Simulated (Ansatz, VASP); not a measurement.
Pt: VASP beside Ansatz

```
CELL_PARAMETERS angstrom
-0.09925 1.91549 1.91549
1.91549 -0.09925 1.91549
1.91549 1.91549 -0.09925
ATOMIC_POSITIONS crystal
Pt 0.00000 0.00000 0.00000
```

Change from the starting cell: equal engineering shear yz, xz and xy -0.0500, equal normal strain along x, y and z -0.0100.

Alike in both runs: task single point; functional PBE; k mesh 20 × 20 × 20; occupations gaussian, width 0.15 eV; no spin polarisation.

```csv
,VASP,Ansatz
version,VASP 6.6.1,Ansatz 0.2.0
potentials or method,"VASP PAW PBE potentials, release 64 (Pt), cutoff 520 eV","scalar-relativistic, plane waves, PAW"
valence electrons in the cell,10,18
```

```csv
,VASP,Ansatz,Ansatz less VASP
gap on the k mesh at the Fermi level (eV),none,none,-
pressure (GPa),9.9,10.4,+0.53
"traceless stress, the component that is largest in VASP (GPa)",4.38,4.40,+0.026
```

A gap of «none» marks a metal or a gap that the smearing closes. VASP's potentials hold 10 valence electrons a cell and Ansatz's 18, so a difference there can come from the potentials and not from the codes.

Neither program's run includes spin-orbit coupling.
